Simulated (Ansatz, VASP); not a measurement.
**Two plane-wave programs on Ti**

File INCAR:

```
ALGO = Normal
EDIFF = 1E-6
ENCUT = 520
GGA = PE
ISIF = 2
ISMEAR = 0
LASPH = T
LCHARG = F
LREAL = F
LWAVE = F
NBANDS = 32
NELM = 60
PREC = Accurate
SIGMA = 0.1
```

KPOINTS

```
k-points
0
Gamma
  4 4 4
```

The input POSCAR:

```
Ti
1.0
    4.1091489800      0.0000000000      0.0000000000
    0.0000000000      4.1091489800      0.0000000000
    0.0000000000      0.0000000000      4.1091489800
Ti
4
Direct
    0.0299999900      0.0299999900      0.0299999900
    0.4700000100      0.9700000100      0.5299999900
    0.5299999900      0.4700000100      0.9700000100
    0.9700000100      0.5299999900      0.4700000100
```

Input for Ansatz:

```yaml
crystal:
  lattice:
    - [4.10914898, 0.0, 0.0]
    - [0.0, 4.10914898, 0.0]
    - [0.0, 0.0, 4.10914898]
  atoms:
    - { symbol: Ti, position: [0.02999999, 0.02999999, 0.02999999] }
    - { symbol: Ti, position: [0.47000001, 0.97000001, 0.52999999] }
    - { symbol: Ti, position: [0.52999999, 0.47000001, 0.97000001] }
    - { symbol: Ti, position: [0.97000001, 0.52999999, 0.47000001] }
basis:
  ecutwfc: 420
kpoints:
  mp_grid: { grid: [4, 4, 4] }
hamiltonian:
  xc: pbe
scf:
  occupations: { method: gaussian, width: 0.1 }
  lower_state_search: "off"
output:
  forces: true
  stress: true
  eigenvalues: true
```

Alike in both runs: task single point; functional PBE; k mesh 4 × 4 × 4; occupations gaussian, width 0.1 eV; no spin polarisation.

|  | VASP | Ansatz |
| --- | --- | --- |
| version | VASP 6.6.1 | Ansatz 0.2.0 |
| potentials or method | VASP PAW PBE potentials, release 64 (Ti_sv), cutoff 520 eV | scalar-relativistic, plane waves, PAW |
| valence electrons in the cell | 48 | 48 |

Ansatz gave:

| Quantity | Value |
| --- | --- |
| gap on the k mesh at the Fermi level (eV) | none |
| pressure (GPa) | 2.0 |
| rms of the force components (eV/Å) | 0.846 |

**Question.** Which values does VASP return?

**Answer.** gap on the k mesh at the Fermi level (eV): none; pressure (GPa): 1.7; rms of the force components (eV/Å): 0.842.

Atom by atom the forces differ by 0.004 eV/Å (rms over components). A gap of «none» marks a metal or a gap that the smearing closes.

The k mesh is coarse, so the values compare programs but aren't converged.
